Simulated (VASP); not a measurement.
Input of a VASP 6.6.1 run:

File INCAR:

```
PREC = Accurate
ENCUT = 520
EDIFF = 1E-6
ISMEAR = 0
SIGMA = 0.15
LREAL = F
LASPH = T
NELM = 60
ALGO = Normal
ISIF = 2
LWAVE = F
LCHARG = T
GGA = PE
LELF = T
LVHAR = T
NBANDS = 14
```

KPOINTS

```
Automatic mesh
0
Gamma
  20 20 20
```

Contents of POSCAR:

```
HfC
1.0
    0.0000000000      2.0310745805      3.0466118708
    2.0310745805      0.0000000000      3.0466118708
    2.0310745805      2.0310745805      0.0000000000
Hf C
1 1
Direct
    0.5000000000      0.5000000000      0.5000000000
    0.0000000000      0.0000000000      0.0000000000
```

Potentials or basis: VASP PAW PBE potentials, release 64 (Hf_pv, C).

Run with:

```console
$ cat potpaw_PBE.64/Hf_pv/POTCAR potpaw_PBE.64/C/POTCAR > POTCAR
$ mpirun -np 1 vasp_std > vasp.out
```

Q: Predict the pressure.

A: 67.7 GPa.

Q: Estimate the band gap on the k mesh.

A: Zero (bands 7 and 8 overlap by 2.61 eV).

Stress tensor (GPa, compression positive):
```
115.17   0.00   0.00
  0.00 115.17   0.00
  0.00   0.00 -27.19
```

Caveat: the stress differs along the axes, from -27 to 115 GPa; spin-orbit coupling is left out, which moves the levels of the heavy elements.
